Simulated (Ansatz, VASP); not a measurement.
## One calculation of CdS, two programs

```
Cd S
1.0
     0.00000    2.90651    2.47053
     2.90651    0.00000    2.47053
     2.90651    2.90651    0.00000
Cd S
1 1
Direct
  0.00000 0.00000 0.00000
  0.50000 0.50000 0.50000
```

Alike in both runs: task single point; functional PBE; k mesh 12 × 12 × 12; occupations gaussian, width 0.03 eV; no spin polarisation.

|  | VASP | Ansatz |
| --- | --- | --- |
| version | VASP 6.6.1 | Ansatz 0.2.0 |
| potentials or method | VASP PAW PBE potentials, release 64 (Cd_sv_GW, S), cutoff 540 eV | scalar-relativistic, plane waves, PAW |
| valence electrons in the cell | 26 | 26 |

|  | VASP | Ansatz | Ansatz less VASP |
| --- | --- | --- | --- |
| gap on the k mesh at the Fermi level (eV) | none | none | - |
| pressure (GPa) | 2.2 | 3.5 | +1.23 |
| traceless stress, the component that is largest in VASP (GPa) | 9.87 | 9.90 | +0.032 |

A gap of «none» marks a metal or a gap that the smearing closes. With one functional, cell and mesh, what is left measures potentials, basis and numerics.
